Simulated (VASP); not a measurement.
# LiTi8B16 (a cell with a defect) in VASP: single point with PBE

Aim: the single point of LiTi8B16 (a cell with a defect) with PBE.

All numbers are computed with VASP 6.6.1; they aren't measurements. Logs are shortened: lines on timing, memory, paths and dates and some standing lists are left out, and cuts for length are marked.

## 1. The cell of the first run

The cell holds a defect, 25 atoms: a = 6.064 Å, b = 6.064 Å, c = 6.449 Å, α = 90.00°, β = 90.00°, γ = 120.00°.

## 2. Single point, PBE

INCAR reads:

```
  PREC = Accurate
  ENCUT = 520
  EDIFF = 1E-6
  ISMEAR = 0
  SIGMA = 0.1
  LREAL = Auto
  LASPH = T
  NELM = 80
  ALGO = Normal
  ISIF = 2
  LWAVE = F
  LCHARG = F
  GGA = PE
  NBANDS = 92
```

KPOINTS reads:

```
regular mesh
0
Gamma
  4 4 4
```

POSCAR reads:

```
LiTi8B16
1.0
    6.0637821705     -0.0000000001      0.0000000000
   -3.0318910853     -5.2513894026      0.0000000000
    0.0000000000      0.0000000000     -6.4488370057
Ti B Li
8 16 1
Direct
    0.0003093589      0.5006073247      0.5000013176
    0.0003224833      0.5006444578     -0.0000012405
    0.4992475553      0.4985160687      0.4999940295
    0.4807687418      0.4615007218      0.0000031013
    0.0025230662      1.0017699311      0.4999962004
    0.0400819039      1.0204040472      0.0000125604
    0.4992366754      1.0017924013      0.4999948048
    0.4802599037      1.0205443910      0.0000091489
    0.8319887023      0.1640013592      0.2487029830
    0.8319868882      0.1640013592      0.7512839905
    0.3336974772      0.1674370214      0.2608309062
    0.3336926232      0.1674322608      0.7391701784
    0.8320606004      0.6690033305      0.2487349267
    0.8320527051      0.6690073294      0.7512608856
    0.3369598998      0.6690235156      0.2487260879
    0.3369625895      0.6690242773      0.7512629015
    0.1663578653      0.3346518160      0.2523848872
    0.1663574129      0.3346462936      0.7476247261
    0.6682686657      0.3346487692      0.2524027198
    0.6682641993      0.3346461032      0.7476023965
    0.1663666357      0.8327512330      0.2524706391
    0.1663652349      0.8327537085      0.7475333918
    0.6669767973      0.8339217804      0.2829124071
    0.6669666966      0.8339137825      0.7170409170
    0.6672826507      0.8350077787     -0.0000406275
```

Potentials or basis: VASP PAW PBE potentials, release 64 (Ti_sv, B, Li_sv).

Command:

```sh
$ cat potpaw_PBE.64/Ti_sv/POTCAR potpaw_PBE.64/B/POTCAR potpaw_PBE.64/Li_sv/POTCAR > POTCAR
$ mpirun -np 1 vasp_std > vasp.out
```

OUTCAR:

```text
PREC = Accurate
   ENCUT = 520
   EDIFF = 1E-6
   ISMEAR = 0
   LREAL = Auto
   LASPH = T
   NELM = 80
   ISIF = 2
   GGA = PE

 ion  position               nearest neighbor table
   1  0.000  0.501  0.500-  17 2.36  18 2.36  19 2.36  20 2.36  21 2.36  22 2.36  10 2.40   9 2.40
                            13 2.40  16 2.40  14 2.40  15 2.40
   2  0.000  0.501  1.000-  18 2.39  17 2.39  20 2.39  19 2.39  22 2.39  21 2.39   9 2.39  10 2.39
                            13 2.39  15 2.39  14 2.39  16 2.39
   3  0.499  0.499  0.500-  24 2.25  23 2.25  11 2.32  12 2.32  19 2.37  20 2.37  17 2.37  18 2.37
                            16 2.38  15 2.38  13 2.38  14 2.38
   4  0.481  0.462  0.000-  25 1.96  11 2.28  12 2.28  20 2.33  19 2.33  18 2.33  17 2.33  13 2.45
                            14 2.45  15 2.45  16 2.45   8 2.67   6 2.67
   5  0.003  0.002  0.500-  24 2.25  23 2.25  11 2.32  12 2.32  21 2.37  22 2.37  17 2.37  18 2.37
                            13 2.38  14 2.38  10 2.38   9 2.38
   6  0.040  0.020  0.000-  25 1.96  11 2.28  12 2.28  21 2.32  22 2.32  17 2.33  18 2.33  13 2.45
                            14 2.45   9 2.45  10 2.45   8 2.67   4 2.67
   7  0.499  0.002  0.500-  24 2.25  23 2.25  11 2.32  12 2.32  21 2.37  22 2.37  19 2.37  20 2.37
                            16 2.38  15 2.38  10 2.38   9 2.38
   8  0.480  0.021  0.000-  25 1.96  11 2.28  12 2.28  21 2.32  22 2.32  19 2.32  20 2.32  15 2.45
                            16 2.45   9 2.45  10 2.45   6 2.67   4 2.67
   9  0.832  0.164  0.249-  23 1.75  19 1.76  17 1.76  25 2.36   7 2.38   5 2.38   2 2.39   1 2.40
                             6 2.45   8 2.45
  10  0.832  0.164  0.751-  24 1.75  20 1.76  18 1.76  25 2.36   7 2.38   5 2.38   2 2.39   1 2.40
                             6 2.45   8 2.45
  11  0.334  0.167  0.261-  17 1.76  19 1.76  21 1.76   8 2.28   6 2.28   4 2.28   3 2.32   5 2.32
                             7 2.32
  12  0.334  0.167  0.739-  18 1.76  20 1.76  22 1.76   8 2.28   6 2.28   4 2.28   3 2.32   5 2.32
                             7 2.32
  13  0.832  0.669  0.249-  23 1.75  21 1.76  19 1.76  25 2.36   5 2.38   3 2.38   2 2.39   1 2.40
                             4 2.45   6 2.45
  14  0.832  0.669  0.751-  24 1.75  22 1.76  20 1.76  25 2.36   5 2.38   3 2.38   2 2.39   1 2.40
                             4 2.45   6 2.45
  15  0.337  0.669  0.249-  23 1.75  21 1.76  17 1.76  25 2.36   7 2.38   3 2.38   2 2.39   1 2.40
                             4 2.45   8 2.45
  16  0.337  0.669  0.751-  24 1.75  22 1.76  18 1.76  25 2.36   7 2.38   3 2.38   2 2.39   1 2.40
                             4 2.45   8 2.45
  17  0.166  0.335  0.252-   9 1.76  15 1.76  11 1.76   6 2.33   4 2.33   1 2.36   5 2.37   3 2.37
                             2 2.39
  18  0.166  0.335  0.748-  10 1.76  16 1.76  12 1.76   6 2.33   4 2.33   1 2.36   5 2.37   3 2.37
                             2 2.39
  19  0.668  0.335  0.252-  13 1.76   9 1.76  11 1.76   8 2.32   4 2.33   1 2.36   7 2.37   3 2.37
                             2 2.39
  20  0.668  0.335  0.748-  14 1.76  10 1.76  12 1.76   8 2.32   4 2.33   1 2.36   7 2.37   3 2.37
                             2 2.39
  21  0.166  0.833  0.252-  13 1.76  15 1.76  11 1.76   8 2.32   6 2.32   1 2.36   5 2.37   7 2.37
                             2 2.39
  22  0.166  0.833  0.748-  14 1.76  16 1.76  12 1.76   8 2.32   6 2.32   1 2.36   5 2.37   7 2.37
                             2 2.39
  23  0.667  0.834  0.283-  13 1.75  15 1.75   9 1.75  25 1.82   3 2.25   5 2.25   7 2.25
  24  0.667  0.834  0.717-  14 1.75  16 1.75  10 1.75  25 1.82   3 2.25   5 2.25   7 2.25
  25  0.667  0.835  1.000-  24 1.82  23 1.82   8 1.96   6 1.96   4 1.96  10 2.36   9 2.36  16 2.36
                            15 2.36  14 2.36  13 2.36

  LATTYP: Found a hexagonal cell.
 ALAT       =     6.0637821705
 C/A-ratio  =     1.0635007697

  Lattice vectors:

 A1 = (   6.0637821705,  -0.0000000001,   0.0000000000)
 A2 = (  -3.0318910853,  -5.2513894026,   0.0000000000)
 A3 = (   0.0000000000,   0.0000000000,  -6.4488370057)

Analysis of symmetry for initial positions (statically):
=====================================================================
 Subroutine PRICEL returns:
 Original cell was already a primitive cell.

 Routine SETGRP: Setting up the symmetry group for a
 hexagonal supercell.

 Subroutine GETGRP returns: Found  1 space group operations
 (whereof  1 operations were pure point group operations)
 out of a pool of 24 trial point group operations.

The static configuration has the point symmetry C_1 .

Analysis of symmetry for dynamics (positions and initial velocities):
=====================================================================
 Subroutine PRICEL returns:
 Original cell was already a primitive cell.

 Routine SETGRP: Setting up the symmetry group for a
 hexagonal supercell.

 Subroutine GETGRP returns: Found  1 space group operations
 (whereof  1 operations were pure point group operations)
 out of a pool of 24 trial point group operations.

The dynamic configuration has the point symmetry C_1 .

 Subroutine INISYM returns: Found  1 space group operations
 (whereof  1 operations are pure point group operations),
 and found     1 'primitive' translations

----------------------------------------------------------------------------------------

                                     Primitive cell

  volume of cell :     205.3521

  direct lattice vectors                    reciprocal lattice vectors
     6.063782170 -0.000000000  0.000000000     0.164913576 -0.095212897  0.000000000
    -3.031891085 -5.251389403  0.000000000    -0.000000000 -0.190425795  0.000000000
     0.000000000  0.000000000 -6.448837006     0.000000000  0.000000000 -0.155066720

  length of vectors
     6.063782170  6.063782170  6.448837006     0.190425795  0.190425795  0.155066720

  position of ions in fractional coordinates (direct lattice)
     0.000309359  0.500607325  0.500001318
     0.000322483  0.500644458  0.999998760
     0.499247555  0.498516069  0.499994030
     0.480768742  0.461500722  0.000003101
     0.002523066  0.001769931  0.499996200
     0.040081904  0.020404047  0.000012560
[... 17 lines left out ...]
     0.666966697  0.833913782  0.717040917
     0.667282651  0.835007779  0.999959373

  ion indices of the primitive-cell ions
   primitive index   ion index
                 1           1
                 2           2
                 3           3
                 4           4
                 5           5
                 6           6
[... 17 lines left out ...]
                24          24
                25          25

----------------------------------------------------------------------------------------

 KPOINTS: regular mesh

Automatic generation of k-mesh.
 Grid dimensions read from file:
 generate k-points for:    4    4    4

 Generating k-lattice:

  Cartesian coordinates                     Fractional coordinates (reciprocal lattice)
     0.041228394 -0.023803224  0.000000000     0.250000000 -0.000000000  0.000000000
    -0.000000000 -0.047606449  0.000000000    -0.000000000  0.250000000  0.000000000
     0.000000000  0.000000000 -0.038766680     0.000000000  0.000000000  0.250000000

  Length of vectors
     0.047606449  0.047606449  0.038766680

  Shift w.r.t. Gamma in fractional coordinates (k-lattice)
     0.000000000  0.000000000  0.000000000

 Subroutine IBZKPT returns following result:
 ===========================================

 Found     36 irreducible k-points:

 Following reciprocal coordinates:
            Coordinates               Weight
  0.000000  0.000000  0.000000      1.000000
  0.250000  0.000000  0.000000      2.000000
  0.000000  0.250000  0.000000      2.000000
 -0.250000  0.250000  0.000000      2.000000
  0.500000  0.000000  0.000000      1.000000
  0.000000  0.500000  0.000000      1.000000
[... 16 lines left out ...]
  0.500000  0.250000  0.250000      2.000000
 -0.250000 -0.250000  0.250000      2.000000
 [... further k-points ...]
   k-points           NKPTS =     36   k-points in BZ     NKDIM =     36   number of bands    NBANDS=     92
   number of dos      NEDOS =    301   number of ions     NIONS =     25
   total plane-waves  NPLWV = 110592
   dimension x,y,z NGX =    48 NGY =   48 NGZ =   48
   dimension x,y,z NGXF=    96 NGYF=   96 NGZF=   96
   ions per type =               8  16   1
   NGX,Y,Z   is equivalent  to a cutoff of  13.16, 13.16, 12.37 a.u.
   NGXF,Y,Z  is equivalent  to a cutoff of  26.32, 26.32, 24.75 a.u.
 SYSTEM =  unknown system
   PREC   = accura    normal or accurate (medium, high low for compatibility)
   ISTART =      0    job   : 0-new  1-cont  2-samecut
   ICHARG =      2    charge: 1-file 2-atom 10-const
   ISPIN  =      1    spin polarized calculation?
   LNONCOLLINEAR =      F non collinear calculations
   LSORBIT =      F    spin-orbit coupling
   LASPH  =      T    aspherical Exc in radial PAW
   ENCUT  =  520.0 eV  38.22 Ry    6.18 a.u.  11.27 11.27 11.99*2*pi/ulx,y,z
   NELM   =     80;   NELMIN=  2; NELMDL= -5     # of ELM steps
   EDIFF  = 0.1E-05   stopping-criterion for ELM
   LREAL  =      T    real-space projection
   EDIFFG = 0.1E-04   stopping-criterion for IOM
   NSW    =      0    number of steps for IOM
[... 5 lines left out ...]
   TEBEG  =    0.0;   TEEND  =   0.0 temperature during run
   PSTRESS=    0.0 pullay stress
   NELECT =     147.0000    total number of electrons
   NUPDOWN=      -1.0000    fix difference up-down
   EMIN   =  10.00;   EMAX   =-10.00  energy-range for DOS
   EFERMI =   0.00;   METHOD = LEGACY
   ISMEAR =     0;   SIGMA  =   0.10  broadening in eV -4-tet -1-fermi 0-gaus
   EFERMI_NEDOS =   21; number of points for ismear=-14 and -15
   IALGO  =     38    algorithm
   IMIX   =      4    mixing-type and parameters
     AMIX     =   0.40;   BMIX     =  1.00
     AMIX_MAG =   1.60;   BMIX_MAG =  1.00
  volume/ion in A,a.u.               =       8.21        55.43
  Fermi-wavevector in a.u.,A,eV,Ry     =   1.464471  2.767450 29.180092  2.144676
  Thomas-Fermi vector in A             =   2.580443
   LORBIT       =      0    0 simple, 1 ext, 2 COOP (PROOUT), +10 PAW based schemes
   GGA     = PE    functional components
   LHFCALC =     F    Hartree Fock is set to
   AEXX    =    0.0000 exact exchange contribution
   IVDW    =     0    specifies the selected vdW correction
   LEPSILON=     F    determine dielectric tensor
   LRPA    =     F    only Hartree local field effects (RPA)
 non-spin polarized calculation
 Gauss-broadening in eV      SIGMA  =   0.10
  energy-cutoff  :      520.00
  volume of cell :      205.35
 maximum number of plane-waves:      5568
 NGX is ok and might be reduce to    48
   NGX = 23   NGY = 23   NGZ = 23

 number of electron     147.0000003 magnetization

 Free energy of the ion-electron system (eV)
  ---------------------------------------------------
  ext. energy  EPLUGINS =         0.00000000
  ---------------------------------------------------
  free energy    TOTEN  =      -190.93094251 eV

  energy without entropy =     -190.90629236  energy(sigma->0) =     -190.91861743

 E-fermi :  10.4860     XC(G=0): -12.8473

 val. band max:       10.4349117035   @ k =   0.0000   0.2500   0.0000
 cond. band min:      10.4953219242   @ k =   0.5000  -0.2500   0.2500
 fundamental gap:      0.0604102207
 Fermi energy:        10.4859684956

 k-point     1 :       0.0000    0.0000    0.0000
  band No.  band energies     occupation
      1     -46.6477      2.00000
      2     -46.6015      2.00000
      3     -46.5669      2.00000
      4     -46.5060      2.00000
      5     -46.4813      2.00000
      6     -46.4803      2.00000
[... 2101 lines left out ...]
     84      12.5892      0.00000
     85      12.6050      0.00000

 [... further k-points ...]

 [bands above 85 left out]

------------------------ aborting loop because EDIFF is reached ----------------------------------------

  FORCE on cell =-STRESS in cart. coord.  units (eV):
  Direction    XX          YY          ZZ          XY          YZ          ZX
  --------------------------------------------------------------------------------------
  -------------------------------------------------------------------------------------
  Total       14.7391772     14.5726651     13.9795301      0.0245677      0.0003298      0.0001949
  in kB      114.9964958    113.6973521    109.0696551      0.1916798      0.0025729      0.0015203
  external PRESSURE =     112.5878343 kB  Pullay stress =       0.0000000 kB

 VOLUME and BASIS-vectors are now :
 -----------------------------------------------------------------------------
  energy-cutoff  :      520.00
  volume of cell :      205.35
      direct lattice vectors                 reciprocal lattice vectors
     6.063782170 -0.000000000  0.000000000     0.164913576 -0.095212897  0.000000000
    -3.031891085 -5.251389403  0.000000000    -0.000000000 -0.190425795  0.000000000
     0.000000000  0.000000000 -6.448837006     0.000000000  0.000000000 -0.155066720

 POSITION                                       TOTAL-FORCE (eV/Angst)
 -----------------------------------------------------------------------------------
     -1.51591     -2.62888     -3.22443        -0.000316     -0.028652     -0.000089
     -1.51594     -2.62908     -6.44883        -0.000219     -0.026724     -0.000109
      1.51588     -2.61790     -3.22438         0.000358      0.023332     -0.000362
      1.51606     -2.42352     -0.00002        -0.000567      0.017623     -0.000078
      0.00993     -0.00929     -3.22439         0.004319     -0.006850     -0.000112
      0.18119     -0.10715     -0.00008        -0.013144     -0.004539      0.001010
[... 17 lines left out ...]
      1.51601     -4.37921     -4.62408        -0.000284     -0.002245      0.027186
      1.51460     -4.38495     -6.44858         0.001438      0.014510     -0.000166
 -----------------------------------------------------------------------------------
    total drift:                                0.003250     -0.039521      0.002330

  FREE ENERGIE OF THE ION-ELECTRON SYSTEM (eV)
  ---------------------------------------------------
  free  energy   TOTEN  =      -190.9309425081 eV

  energy  without entropy=     -190.9062923561  energy(sigma->0) =     -190.91861743
```

It took 32 min on 1 thread of Intel Xeon Platinum 8488C (Sapphire Rapids), shared host; peak memory 0.59 GiB.

What came out:

| Property | Result |
| --- | --- |
| Free energy | -190.9309 eV |
| Largest force | 0.029 eV/Å |
| Band gap on the k mesh | zero (an odd number of electrons rules out a gap without spin polarisation) |

Forces on the atoms (eV/Å):
```
Ti   0.000 -0.029  0.000
Ti   0.000 -0.027  0.000
Ti   0.000  0.023  0.000
Ti  -0.001  0.018  0.000
Ti   0.004 -0.007  0.000
Ti  -0.013 -0.005  0.001
Ti  -0.005 -0.004  0.001
Ti   0.018  0.001  0.001
B    0.000  0.001 -0.002
B    0.000  0.001  0.001
B   -0.001  0.003 -0.005
B    0.000  0.003  0.004
B    0.000  0.002 -0.001
B    0.001  0.003  0.001
B   -0.002  0.002 -0.001
B   -0.002  0.003  0.001
B   -0.002 -0.001 -0.001
B   -0.002 -0.001  0.002
B    0.002 -0.001 -0.001
B    0.002 -0.001  0.002
B    0.000  0.002 -0.001
B    0.000  0.002  0.001
B   -0.001 -0.001 -0.027
B    0.000 -0.002  0.027
Li   0.001  0.015  0.000
```

Caveat: the cutoff is under 1.25 times the usual one of these potentials, so pressure, stress and relaxed cells hold a basis-set (Pulay) error; an odd number of electrons without spin polarisation forces a metal; a magnetic or distorted state may lie lower.

The gap in the log of VASP goes by the Fermi energy; the results here count the filled bands.